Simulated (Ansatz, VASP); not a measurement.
One calculation of Si3Ag, two programs

```xyz
4
Lattice="0.0000 3.2143 3.2143 3.2143 0.0000 3.2143 3.2143 3.2143 0.0000" Properties=species:S:1:pos:R:3 pbc="T T T"
Si    3.2143    3.2143    3.2143
Si    1.6072    1.6072    1.6072
Si    4.8215    4.8215    4.8215
Ag    0.0000    0.0000    0.0000
```

Change from the starting cell: species swapped into the Li3Pb type (Fm-3m, No. 225).

Alike in both runs: task relaxation of cell and atoms; functional PBE; k mesh 6 × 6 × 6; occupations gaussian, width 0.1 eV; no spin polarisation.

|  | VASP | Ansatz |
| --- | --- | --- |
| version | VASP 6.6.1 | Ansatz 0.2.0 |
| potentials or method | VASP PAW PBE potentials, release 64 (Si, Ag), cutoff 600 eV | scalar-relativistic, plane waves, PAW |
| valence electrons in the cell | 23 | 31 |

|  | VASP | Ansatz | Ansatz less VASP |
| --- | --- | --- | --- |
| gap on the k mesh at the Fermi level, each at its own relaxed structure (eV) | none | none | - |
| relaxed volume (Å³/atom) | 16.30 | 16.31 | +0.014 |
| relaxed cell length with the largest relative difference (Å) | 4.517 | 4.519 | +0.0013 |

A gap of «none» marks a metal or a gap that the smearing closes. VASP's potentials hold 23 valence electrons a cell and Ansatz's 31, so a difference there can come from the potentials and not from the codes.
